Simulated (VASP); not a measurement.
SnO:

```
Sn O
1.0
    -0.10266   -2.69412   -2.72188
    -2.78741   -0.04745   -2.77709
     2.64892    2.72126   -5.36825
Sn O
2 2
Direct
  0.62615 0.62347 0.10052
  0.16000 0.10393 0.62430
  0.51779 0.51655 0.51367
  0.94607 0.00605 0.01151
```

- Program: VASP 6.6.1
- Task: relaxation of cell and atoms
- Functional: PBE
- Potentials or basis: VASP PAW PBE potentials, release 64 (Sn_d, O)
- Cutoff: 600 eV
- k mesh: 6 × 6 × 6
- Occupations: gaussian, width 0.2 eV
- Spin: no spin polarisation

At the start: pressure 2.4 GPa; volume 19.91 Å³/atom.

Where does the relaxation end?

Over 52 steps the energy falls by 192.0 meV/atom and the volume is 18.71 Å³/atom (-6.0 %); space group P1 (No. 1, to 0.05 Å).

The path:
```
step  energy change (eV)  largest force (eV/Å)  pressure (GPa)  volume (Å³)
   1              0.0000                0.7017            2.37        79.63
   3             -0.1015                0.3593           -2.46        84.67
   5             -0.1115                1.9818            6.45        76.47
   7             -0.2613                0.7364            1.91        79.09
   9             -0.3294                0.7515            1.17        79.67
  11             -0.3918                0.5633           -0.05        80.94
  13             -0.4226                0.3347           -0.49        80.87
  15             -0.4908                0.3613           -0.55        78.94
  17             -0.5496                0.1514            0.95        74.64
  19             -0.5716                0.1383            0.59        74.38
  21             -0.5745                0.1594            0.15        74.56
  23             -0.5837                0.1620            0.01        75.44
  25             -0.5973                0.2275           -0.44        76.14
  27             -0.6100                0.6270           -1.59        79.23
  29             -0.6201                0.3940           -1.26        77.96
  31             -0.6301                0.4522           -1.11        78.07
  33             -0.6201                0.8798            0.06        78.46
  35             -0.6472                0.5631           -0.62        78.11
  37             -0.6913                0.5604            0.84        76.83
  39             -0.7279                0.2156           -1.42        78.20
  41             -0.7536                0.1794            0.11        75.79
  43             -0.7584                0.1185           -0.05        75.60
  45             -0.7630                0.1015            0.04        75.14
  47             -0.7669                0.0450           -0.09        74.89
  49             -0.7674                0.0415           -0.03        74.82
  51             -0.7680                0.0337            0.02        74.79
  52             -0.7681                0.0210           -0.04        74.85
```

Final structure:
```
Sn O
1.0
    -0.71255   -2.07022   -2.91715
    -3.64140    0.07652   -3.59139
     1.90241    2.36953   -5.42267
Sn O
2 2
Direct
  0.69263 0.58754 0.12632
  0.18799 0.09626 0.62540
  0.42475 0.65069 0.49930
  0.94463 0.91552 0.99899
```
